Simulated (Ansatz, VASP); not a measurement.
## Cu3N: VASP beside Ansatz

```
CELL_PARAMETERS angstrom
3.76603 0.00000 0.00000
0.00000 3.76603 0.00000
0.00000 0.00000 3.76603
ATOMIC_POSITIONS crystal
Cu 0.50000 0.00000 0.00000
Cu 0.00000 0.50000 0.00000
Cu 0.00000 0.00000 0.50000
N 0.00000 0.00000 0.00000
```

Alike in both runs: task relaxation of cell and atoms; functional PBEsol; k mesh 12 × 12 × 12; occupations gaussian, width 0.1 eV; no spin polarisation.

|  | VASP | Ansatz |
| --- | --- | --- |
| version | VASP 6.6.1 | Ansatz 0.2.0 |
| potentials or method | VASP PAW PBE potentials, release 64 (Cu, N), cutoff 600 eV | scalar-relativistic, plane waves, PAW |
| valence electrons in the cell | 38 | 62 |

```csv
,VASP,Ansatz,Ansatz less VASP
relaxed volume (Å³/atom),13.40,13.34,-0.059
relaxed cell length with the largest relative difference (Å),3.771,3.765,-0.0056
```

VASP's potentials were made for PBE, not for PBEsol. VASP's potentials hold 38 valence electrons a cell and Ansatz's 62, so a difference there can come from the potentials and not from the codes.
